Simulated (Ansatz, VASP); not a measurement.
PF2 in VASP and in Ansatz

The input INCAR:

```
PREC     = Accurate       # precision mode
ENCUT    = 600            # plane-wave cutoff, eV
EDIFF    = 1E-6           # SCF threshold, eV
ISMEAR   = 0              # smearing method
SIGMA    = 0.1            # smearing width, eV
LREAL    = False          # projectors in reciprocal space
LASPH    = True           # aspherical terms in the spheres
NELM     = 100            # most SCF steps
ALGO     = Normal         # electronic algorithm
ISIF     = 3              # what is computed and relaxed
LWAVE    = False          # write WAVECAR
LCHARG   = False          # write CHGCAR
GGA      = PE             # functional
IVDW     = 12             # dispersion correction
IBRION   = 2              # ionic algorithm
NSW      = 90             # ionic steps
EDIFFG   = -0.04          # ionic threshold
```

Contents of KPOINTS:

```
regular mesh
0
Gamma
  6 6 6
```

The input POSCAR:

```
PF2
1.0
    3.9253549200      0.0000000000      0.0000000000
   -1.9626774600      3.3994570800      0.0000000000
    0.0000000000      0.0000000000      2.8309504600
P F
1 2
Direct
    0.0000000000      0.0000000000      0.0000000000
    0.3333333300      0.6666666700      0.5000000000
    0.6666666700      0.3333333300      0.5000000000
```

Input for Ansatz:

```yaml
crystal:
  lattice:
    - [3.92535492, 0.0, 0.0]
    - [-1.96267746, 3.39945708, 0.0]
    - [0.0, 0.0, 2.83095046]
  atoms:
    - { symbol: P, position: [0.0, 0.0, 0.0] }
    - { symbol: F, position: [0.33333333, 0.66666667, 0.5] }
    - { symbol: F, position: [0.66666667, 0.33333333, 0.5] }
basis:
  ecutwfc: 420
kpoints:
  mp_grid: { grid: [6, 6, 6] }
hamiltonian:
  xc: pbe
  dispersion: d3bj
scf:
  occupations: { method: gaussian, width: 0.1 }
  lower_state_search: "off"
output:
  forces: true
  stress: true
  eigenvalues: true
relax:
  adjacent_minimum: "off"
  f_tol: 0.04
  max_steps: 70
  cell: { stress_tol: 0.4 }
```

Change from the starting cell: species swapped into the DyHg2 type (P6/mmm, No. 191).

Alike in both runs: task relaxation of cell and atoms; functional PBE; dispersion D3(BJ); k mesh 6 × 6 × 6; occupations gaussian, width 0.1 eV; no spin polarisation.

```csv
,VASP,Ansatz
version,VASP 6.6.1,Ansatz 0.2.0
potentials or method,"VASP PAW PBE potentials, release 64 (P, F), cutoff 600 eV","scalar-relativistic, plane waves, PAW"
valence electrons in the cell,19,19
```

```tsv
	VASP	Ansatz	Ansatz less VASP
gap on the k mesh at the Fermi level, each at its own relaxed structure (eV)	none	none	-
relaxed volume (Å³/atom)	10.47	10.51	+0.043
relaxed cell length with the largest relative difference (Å)	3.868	3.874	+0.0059
```

A gap of «none» marks a metal or a gap that the smearing closes. Ansatz's warnings: dispersion switch in reach.

The k mesh is coarse, so the values compare programs but aren't converged. Noted on VASP's run: the volume moved by over 15 % at a fixed basis, so the end points are rough.
